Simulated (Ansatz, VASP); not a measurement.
# Two plane-wave programs on Yb

INCAR

```
SYSTEM = Yb
AGGAC = 1.0
AGGAX = 1.0
ALDAC = 0.0
ALDAX = 1.0
ALGO = Normal
EDIFF = 1E-6
ENCUT = 520
GGA = B5
ISIF = 2
ISMEAR = -1
LASPH = .TRUE.
LCHARG = .FALSE.
LREAL = .FALSE.
LWAVE = .FALSE.
NBANDS = 18
NELM = 100
PREC = Accurate
SIGMA = 0.1
```

The input KPOINTS:

```
k-points
0
G
  12 12 12
  0 0 0
```

File POSCAR:

```
Yb
1.0
   -2.1143639102      2.1143639102      2.1143639102
    2.1143639102     -2.1143639102      2.1143639102
    2.1143639102      2.1143639102     -2.1143639102
Yb
1
Direct
    0.0000000000      0.0000000000      0.0000000000
```

Input for Ansatz:

```yaml
crystal:
  lattice:
    - [-2.1143639102, 2.1143639102, 2.1143639102]
    - [2.1143639102, -2.1143639102, 2.1143639102]
    - [2.1143639102, 2.1143639102, -2.1143639102]
  atoms:
    - { symbol: Yb, position: [0.0, 0.0, 0.0] }
hamiltonian:
  xc: blyp
  pseudopotentials:
    kind: paw
    azcp:
      Yb: "pseudopotentials/Yb.paw.azcp"
basis:
  ecutwfc: 420
  fft_grid_basis: typed
kpoints:
  mp_grid: { grid: [12, 12, 12], shift: [0, 0, 0] }
magnetization:
  spin_polarized: false
scf:
  occupations: { method: fermi_dirac, width: 0.1 }
  lower_state_search: "off"
output:
  stress: true
  write_density: true
  write_potential: true
  elf: true
  volumetric_format: npy
```

Alike in both runs: task single point; functional BLYP; k mesh 12 × 12 × 12; occupations fermi-dirac, width 0.1 eV; no spin polarisation.

|  | VASP | Ansatz |
| --- | --- | --- |
| version | VASP 6.6.1 | Ansatz 0.2.0 |
| potentials or method | VASP PAW PBE potentials, release 64 (Yb), cutoff 520 eV | plane waves (420 eV) with PAW, scalar-relativistic |
| valence electrons in the cell | 24 | 24 |

```csv
,VASP,Ansatz,Ansatz less VASP
pressure (GPa),-4.7,-0.7,+4.06
```

VASP's potentials were made for PBE, not for BLYP. One of these differences is far larger than is usual between the two programs; its cause wasn't traced.

Neither program's run includes spin-orbit coupling.
